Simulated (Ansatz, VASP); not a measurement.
## CoO in VASP and in Ansatz

```xyz
2
Lattice="0.0000 2.1315 2.1315 2.1315 0.0000 2.1315 2.1315 2.1315 0.0000" Properties=species:S:1:pos:R:3 pbc="T T T"
Co    0.0000    0.0000    0.0000
O     2.1315    2.1315    2.1315
```

Alike in both runs: task single point; functional LDA; k mesh 8 × 8 × 8; occupations gaussian, width 0.05 eV; non-collinear spin, spin-orbit coupling; Hubbard terms Co d U = 4.0 eV.

|  | VASP | Ansatz |
| --- | --- | --- |
| version | VASP 6.6.1 | Ansatz 0.2.0 |
| potentials or method | VASP PAW LDA potentials, release 64 (Co, O), cutoff 520 eV | plane waves, PAW |
| valence electrons in the cell | 15 | 23 |

|  | VASP | Ansatz | Ansatz less VASP |
| --- | --- | --- | --- |
| pressure (GPa) | -13.6 | -8.8 | +4.83 |
| traceless stress, the component that is largest in VASP (GPa) | -4.52 | -4.56 | -0.038 |
| net moment per atom (μB) | 1.50 | 1.49 | -0.002 |

LDA's correlation is that of Perdew and Zunger in VASP and of Perdew and Wang (1992) in Ansatz. The programs project onto different local orbitals, so the same U acts differently, and such runs can settle in different states. VASP's potentials hold 15 valence electrons a cell and Ansatz's 23, so a difference there can come from the potentials and not from the codes. Ansatz's warnings: stress scf threshold loose.
